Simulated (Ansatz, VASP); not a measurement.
## ZrVOs3 in VASP and in Ansatz

```
CELL_PARAMETERS angstrom
4.44454 0.00000 0.00000
0.00000 4.44454 0.00000
0.00000 0.00000 4.44454
ATOMIC_POSITIONS crystal
Zr 0.00000 0.00000 0.00000
V 0.50000 0.50000 0.50000
Os 0.00000 0.50000 0.50000
Os 0.50000 0.00000 0.50000
Os 0.50000 0.50000 0.00000
```

Alike in both runs: functional r2SCAN; k mesh 8 × 8 × 8; occupations gaussian, width 0.1 eV; no spin polarisation.

Ansatz relaxed the structure, and its values are those at the end. VASP's run is a single point on that final structure, the one shown.

|  | VASP | Ansatz |
| --- | --- | --- |
| version | VASP 6.6.1 | Ansatz 0.2.0 |
| potentials or method | VASP PAW PBE potentials, release 64 (Zr_sv, V_sv, Os), cutoff 520 eV | scalar-relativistic, plane waves, PAW |
| valence electrons in the cell | 49 | 73 |

|  | VASP | Ansatz | Ansatz less VASP |
| --- | --- | --- | --- |
| gap on the k mesh at the Fermi level (eV) | none | none | - |
| pressure (GPa) | 1.6 | 0.0 | -1.64 |

VASP's potentials were made for PBE, not for r2SCAN. A gap of «none» marks a metal or a gap that the smearing closes. VASP's potentials hold 49 valence electrons a cell and Ansatz's 73, so a difference there can come from the potentials and not from the codes.

Spin-orbit coupling is off throughout.
